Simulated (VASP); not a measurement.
**BeS: single point with PBEsol**

Crystal: BeS.

```
CELL_PARAMETERS angstrom
0.00000 2.31730 2.31730
2.31730 0.00000 2.31730
2.31730 2.31730 0.00000
ATOMIC_POSITIONS crystal
Be 0.00000 0.00000 0.00000
S 0.50000 0.50000 0.50000
```

- Program: VASP 6.6.1
- Task: single point
- Functional: PBEsol
- Potentials or basis: VASP PAW PBE potentials, release 64 (Be, S)
- Cutoff: 600 eV
- k mesh: 6 × 6 × 6
- Occupations: methfessel-paxton, width 0.2 eV
- Spin: no spin polarisation

| Quantity | Value |
| --- | --- |
| Pressure | -2.8 GPa |
| Band gap on the k mesh | 0.96 eV, indirect (least direct gap 4.15 eV) |

Levels at points of the mesh, in eV from the valence-band top:
```csv
k point,band 1,band 2,band 3,band 4,band 5,band 6,band 7,band 8
"(0.00, 0.00, 0.00)",-15.11,-0.29,-0.29,-0.29,5.23,8.76,8.76,8.76
"(0.50, 0.00, 0.00)",-12.83,-7.26,-0.51,-0.51,3.90,3.90,4.03,10.16
"(0.50, 0.50, 0.00)",-11.77,-6.84,-3.19,-3.19,0.96,4.19,11.75,11.75
```

Wall time 8.1 s on 1 thread of AMD EPYC 7R13 Processor (Zen 3) (shared host), peak memory 0.11 GiB.

Caveat: the PAW data sets were made with another functional, which shifts forces and pressure a little. A k mesh can miss the band edges.
